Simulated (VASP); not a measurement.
A run of VASP 6.6.1 is set up as follows.

File INCAR:

```
  ALGO = Normal
  EDIFF = 1E-6
  ENCUT = 520
  GGA = PS
  ISIF = 2
  ISMEAR = -1
  LASPH = T
  LCHARG = T
  LELF = T
  LREAL = F
  LVHAR = T
  LWAVE = F
  NBANDS = 8
  NELM = 80
  PREC = Accurate
  SIGMA = 0.05
```

KPOINTS

```
k-points
0
Gamma
  10 10 10
```

The input POSCAR:

```
Li
1.0
    0.0000000000      2.1603070032      2.1603070032
    2.1603070032      0.0000000000      2.1603070032
    2.1603070032      2.1603070032      0.0000000000
Li
1
Direct
    0.0000000000      0.0000000000      0.0000000000
```

Potentials or basis: VASP PAW PBE potentials, release 64 (Li_sv).

Run with:

```console
$ cat potpaw_PBE.64/Li_sv/POTCAR > POTCAR
$ mpirun -np 1 vasp_std > vasp.out
```

**Question.** Predict the band gap on the k mesh.

**Answer.** Zero (an odd number of electrons rules out a gap without spin polarisation).
